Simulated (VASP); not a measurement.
# Pb (Fm-3m) in VASP: notebook, part 2 of 2

VASP 6.6.1. Earlier steps stand in the parts before.

## 3. Single point, LDA

This run uses another cell than the first one, of 30.13 Å³/atom.

INCAR reads:

```
  PREC = Accurate
  ENCUT = 520
  EDIFF = 1E-6
  ISMEAR = -1
  SIGMA = 0.08
  LREAL = False
  LASPH = True
  NELM = 100
  ALGO = Normal
  ISIF = 2
  LWAVE = False
  LCHARG = False
  GGA = CA
  NBANDS = 13
```

KPOINTS reads:

```
regular mesh
0
Gamma
  13 13 13
```

POSCAR reads:

```
Pb
1.0
    0.0000000000      2.4698000000      2.4698000000
    2.4698000000      0.0000000000      2.4698000000
    2.4698000000      2.4698000000      0.0000000000
Pb
1
Direct
    0.0000000000      0.0000000000      0.0000000000
```

Potentials or basis: VASP PAW LDA potentials, release 64 (Pb_d).

On the command line:

```console
$ cat potpaw_LDA.64/Pb_d/POTCAR > POTCAR
$ mpirun -np 1 vasp_std > vasp.out
```

OUTCAR:

```text
PREC = Accurate
   ENCUT = 520
   EDIFF = 1E-6
   ISMEAR = -1
   LREAL = False
   LASPH = True
   NELM = 100
   ISIF = 2
   GGA = CA

 ion  position               nearest neighbor table
   1  0.000  0.000  0.000-

  LATTYP: Found a face centered cubic cell.
 ALAT       =     4.9396000000

  Lattice vectors:

 A1 = (   0.0000000000,   2.4698000000,   2.4698000000)
 A2 = (   2.4698000000,   0.0000000000,   2.4698000000)
 A3 = (   2.4698000000,   2.4698000000,   0.0000000000)

Analysis of symmetry for initial positions (statically):
=====================================================================
 Subroutine PRICEL returns:
 Original cell was already a primitive cell.

 Routine SETGRP: Setting up the symmetry group for a
 face centered cubic supercell.

 Subroutine GETGRP returns: Found 48 space group operations
 (whereof 48 operations were pure point group operations)
 out of a pool of 48 trial point group operations.

The static configuration has the point symmetry O_h .

Analysis of symmetry for dynamics (positions and initial velocities):
=====================================================================
 Subroutine PRICEL returns:
 Original cell was already a primitive cell.

 Routine SETGRP: Setting up the symmetry group for a
 face centered cubic supercell.

 Subroutine GETGRP returns: Found 48 space group operations
 (whereof 48 operations were pure point group operations)
 out of a pool of 48 trial point group operations.

The dynamic configuration has the point symmetry O_h .

 Subroutine INISYM returns: Found 48 space group operations
 (whereof 48 operations are pure point group operations),
 and found     1 'primitive' translations

----------------------------------------------------------------------------------------
[... 114 lines left out ...]
  Thomas-Fermi vector in A             =   2.401099
   LORBIT       =      0    0 simple, 1 ext, 2 COOP (PROOUT), +10 PAW based schemes
   GGA     = CA    functional components
   LHFCALC =     F    Hartree Fock is set to
   AEXX    =    0.0000 exact exchange contribution
   IVDW    =     0    specifies the selected vdW correction
   LEPSILON=     F    determine dielectric tensor
   LRPA    =     F    only Hartree local field effects (RPA)
 non-spin polarized calculation
  energy-cutoff  :      520.00
  volume of cell :       30.13
 maximum number of plane-waves:       869
 NGX is ok and might be reduce to    28
   NGX = 13   NGY = 13   NGZ = 13

 number of electron      13.9999999 magnetization

 Free energy of the ion-electron system (eV)
  ---------------------------------------------------
  ext. energy  EPLUGINS =         0.00000000
  ---------------------------------------------------
  free energy    TOTEN  =        -4.25246883 eV

  energy without entropy =       -4.24061150  energy(sigma->0) =       -4.24654017

 E-fermi :   7.1513     XC(G=0): -10.4852

 val. band max:        7.1247661643   @ k =  -0.2308   0.1538   0.0000
 cond. band min:       7.1984477069   @ k =   0.3846   0.2308   0.0769
 fundamental gap:      0.0736815426
 Fermi energy:         7.1512620247

 k-point     1 :       0.0000    0.0000    0.0000
  band No.  band energies     occupation
      1      -9.9337      2.00000
      2      -9.9337      2.00000
      3      -9.9337      2.00000
      4      -9.7885      2.00000
      5      -9.7885      2.00000
      6      -4.7294      2.00000
      7      14.4768      0.00000
      8      14.4768      0.00000
      9      14.4768      0.00000
     10      16.9113      0.00000
     11      18.6278      0.00000
     12      19.6391      0.00000
     13      19.6391      0.00000
[... 354 lines left out ...]
  band No.  band energies     occupation
      1      -9.9683      2.00000
      2      -9.8976      2.00000
      3      -9.8585      2.00000
      4      -9.7294      2.00000
      5      -9.6471      2.00000
      6      -1.3543      2.00000
      7       4.2032      2.00000
      8      10.3228      0.00000
      9      11.4080      0.00000
     10      14.8488      0.00000
     11      19.3729      0.00000
     12      20.2749      0.00000
     13      20.8906      0.00000

 [... further k-points ...]

------------------------ aborting loop because EDIFF is reached ----------------------------------------

  FORCE on cell =-STRESS in cart. coord.  units (eV):
  Direction    XX          YY          ZZ          XY          YZ          ZX
  --------------------------------------------------------------------------------------
  -------------------------------------------------------------------------------------
  Total       -0.3117848     -0.3117848     -0.3117848     -0.0000000     -0.0000000      0.0000000
  in kB      -16.5786876    -16.5786876    -16.5786876     -0.0000000     -0.0000000      0.0000000
  external PRESSURE =     -16.5786876 kB  Pullay stress =       0.0000000 kB

 VOLUME and BASIS-vectors are now :
 -----------------------------------------------------------------------------
  energy-cutoff  :      520.00
  volume of cell :       30.13
      direct lattice vectors                 reciprocal lattice vectors
     0.000000000  2.469800000  2.469800000    -0.202445542  0.202445542  0.202445542
     2.469800000  0.000000000  2.469800000     0.202445542 -0.202445542  0.202445542
     2.469800000  2.469800000  0.000000000     0.202445542  0.202445542 -0.202445542

 POSITION                                       TOTAL-FORCE (eV/Angst)
 -----------------------------------------------------------------------------------
      0.00000      0.00000      0.00000         0.000000      0.000000      0.000000
 -----------------------------------------------------------------------------------
    total drift:                               -0.000000     -0.000000     -0.000000

  FREE ENERGIE OF THE ION-ELECTRON SYSTEM (eV)
  ---------------------------------------------------
  free  energy   TOTEN  =        -4.2524688339 eV

  energy  without entropy=       -4.2406114991  energy(sigma->0) =       -4.24654017
```

It took 9.8 s on 1 thread of Intel Xeon 6975P-C (Granite Rapids), shared host; peak memory 0.16 GiB.

What came out:

| Item | Value |
| --- | --- |
| Free energy | -4.2525 eV |
| Pressure | -1.7 GPa |
| Band gap on the k mesh | zero (bands 7 and 8 overlap by 9.07 eV) |

Caveat: spin-orbit coupling is left out, which moves the levels of the heavy elements.

## 4. Single point, PBEsol

This run uses another cell than the first one, of 30.13 Å³/atom.

INCAR reads:

```
ALGO = Normal
EDIFF = 1E-6
ENCUT = 520
GGA = PS
ISIF = 2
ISMEAR = -1
LASPH = T
LCHARG = F
LREAL = F
LWAVE = F
NBANDS = 13
NELM = 60
PREC = Accurate
SIGMA = 0.08
```

KPOINTS reads:

```
k-points
0
Gamma
  13 13 13
```

POSCAR is that of step 3.

Potentials or basis: VASP PAW PBE potentials, release 64 (Pb_d).

On the command line:

```console
$ cat potpaw_PBE.64/Pb_d/POTCAR > POTCAR
$ mpirun -np 1 vasp_std > vasp.out
```

It took 11 s on 1 thread of Intel Xeon 6975P-C (Granite Rapids), shared host; peak memory 0.17 GiB.

The run converged. Its results:

* Free energy: -4.0031 eV
* Pressure: -0.2 GPa
* Band gap on the k mesh: zero (bands 7 and 8 overlap by 9.16 eV)

Levels at points of the mesh, in eV from the Fermi level:
| k point | band 5 | band 6 | band 7 | band 8 | band 9 | band 10 |
| --- | --- | --- | --- | --- | --- | --- |
| (0.00, 0.00, 0.00) | -16.92 | -11.88 | 7.39 | 7.39 | 7.39 | 9.70 |

Caveat: the PAW data sets were made with another functional, which shifts forces and pressure a little; spin-orbit coupling is left out, which moves the levels of the heavy elements.

## 5. Single point, PBE

This run uses another cell than the first one, of 30.13 Å³/atom.

INCAR reads:

```
PREC = Accurate
ENCUT = 520
EDIFF = 1E-6
ISMEAR = -1
SIGMA = 0.08
LREAL = False
LASPH = True
NELM = 80
ALGO = Normal
ISIF = 2
LWAVE = False
LCHARG = False
GGA = PE
NBANDS = 13
```

KPOINTS reads:

```
Automatic mesh
0
Gamma
  13 13 13
```

POSCAR is that of step 4.

On the command line:

```console
$ cat potpaw_PBE.64/Pb_d/POTCAR > POTCAR
$ mpirun -np 1 vasp_std > vasp.out
```

Run time: 12 s. Hardware: 1 thread of Intel Xeon 6975P-C (Granite Rapids), shared host; peak memory 0.17 GiB.

It converged, with:

```yaml
Free_energy: -3.5527 eV
Pressure: 2.7 GPa
Band_gap_on_the_k_mesh: zero (bands 7 and 8 overlap by 9.15 eV)
```

Levels at points of the mesh, in eV from the Fermi level:
```csv
k point,band 3,band 4,band 5,band 6,band 7,band 8,band 9,band 10,band 11,band 12
"(0.00, 0.00, 0.00)",-17.16,-17.01,-17.01,-11.88,7.39,7.39,7.39,9.69,11.34,12.45
```

Caveat: spin-orbit coupling is left out, which moves the levels of the heavy elements.

## 6. Summary

| level | potentials or basis | cell | gap on the mesh (eV) | pressure (GPa) |
| --- | --- | --- | --- | --- |
| LDA | VASP PAW LDA potentials, release 64 (Pb_d) | a = 3.446 Å, angles 60.0°, 1 atom | none | 0.3 |
| LDA | VASP PAW LDA potentials, release 64 (Pb_d) | a = 3.493 Å, angles 60.0°, 1 atom | none | -1.7 |
| PBEsol | VASP PAW PBE potentials, release 64 (Pb_d) | a = 3.493 Å, angles 60.0°, 1 atom | none | -0.2 |
| PBE | VASP PAW PBE potentials, release 64 (Pb_d) | a = 3.493 Å, angles 60.0°, 1 atom | none | 2.7 |

Alike in all rows: task single point; no spin polarisation; k mesh 13 × 13 × 13; cutoff (eV) 520; smearing fermi-dirac 0.08 eV.

Caveats: spin-orbit coupling is left out, which moves the levels of the heavy elements; the PAW data sets were made with another functional, which shifts forces and pressure a little (at least some runs).

Total energies depend on the potentials used, so only differences within one code and one set of settings carry meaning.
